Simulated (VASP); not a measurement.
Input of a VASP 6.6.1 run:

POSCAR

```
Ge
1.0
    2.7104700000      0.0000000000      0.0000000000
    0.0000000000      2.7104700000      0.0000000000
    0.0000000000      0.0000000000      2.7104700000
Ge
1
Direct
    0.0000000000      0.0000000000      0.0000000000
```

File INCAR.step1:

```
SYSTEM = Ge
  PREC = Accurate
  ENCUT = 520
  EDIFF = 1E-5
  ISMEAR = -1
  SIGMA = 0.05
  LREAL = .FALSE.
  LASPH = .TRUE.
  NELM = 60
  ALGO = Normal
  ISIF = 2
  LWAVE = .TRUE.
  NBANDS = 13
  GGA = PE
```

Contents of INCAR.step2:

```
SYSTEM = Ge
  PREC = Accurate
  ENCUT = 520
  EDIFF = 1E-6
  ISMEAR = -1
  SIGMA = 0.05
  LREAL = .FALSE.
  LASPH = .TRUE.
  NELM = 60
  ALGO = Normal
  ISIF = 2
  LWAVE = .FALSE.
  LCHARG = .TRUE.
  METAGGA = R2SCAN
  LHFCALC = .TRUE.
  AEXX = 0.5
  LMIXTAU = .TRUE.
  PRECFOCK = Normal
  LELF = .TRUE.
  LVHAR = .TRUE.
  NBANDS = 13
  ISTART = 1
```

File KPOINTS:

```
Automatic mesh
0
G
  5 5 5
  0 0 0
```

Potentials or basis: VASP PAW PBE potentials, release 64 (Ge_d).

The run is started by

```sh
$ cat potpaw_PBE.64/Ge_d/POTCAR > POTCAR
$ cp INCAR.step1 INCAR
$ mpirun -np 1 vasp_std > vasp.out
$ cp INCAR.step2 INCAR
$ mpirun -np 1 vasp_std > vasp.out
```

Q: Estimate the band gap on the k mesh.

A: Zero (bands 7 and 8 overlap by 11.65 eV).

Q: Predict the pressure.

A: -3.4 GPa.

Caveat: the k points lie up to 0.46 Å⁻¹ apart, too coarse for converged energies and pressures of a metal; the PAW data sets were made with another functional, which shifts forces and pressure a little.
